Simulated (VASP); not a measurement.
Here is a VASP 6.6.1 calculation.

The input INCAR:

```
PREC = Accurate ; ENCUT = 520
EDIFF = 1E-6 ; ISMEAR = -1
SIGMA = 0.05 ; LREAL = F
LASPH = T ; NELM = 150
ALGO = Normal ; ISIF = 2
LWAVE = F ; LCHARG = F
MAGMOM = 0 0 0 0 0 0 ; LORBIT = 11
LSORBIT = T ; GGA_COMPAT = F
LORBMOM = T ; GGA = PE
NBANDS = 30
```

The input KPOINTS:

```
Automatic mesh
0
Gamma
  10 10 10
```

The input POSCAR:

```
GaN
1.0
    0.0000000000      2.2976981147      2.2976981147
    2.2976981147      0.0000000000      2.2976981147
    2.2976981147      2.2976981147      0.0000000000
Ga N
1 1
Direct
    0.0000000000      0.0000000000      0.0000000000
    0.2500000000      0.2500000000      0.2500000000
```

Potentials or basis: VASP PAW PBE potentials, release 64 (Ga_d, N).

Run with:

```sh
$ cat potpaw_PBE.64/Ga_d/POTCAR potpaw_PBE.64/N/POTCAR > POTCAR
$ mpirun -np 1 vasp_ncl > vasp.out
```

(1) Predict the pressure.

(2) Predict the net moment.

Answers

(1) -4.8 GPa.

(2) 0.00 μB per cell.

Caveat: the cell stands under tension.
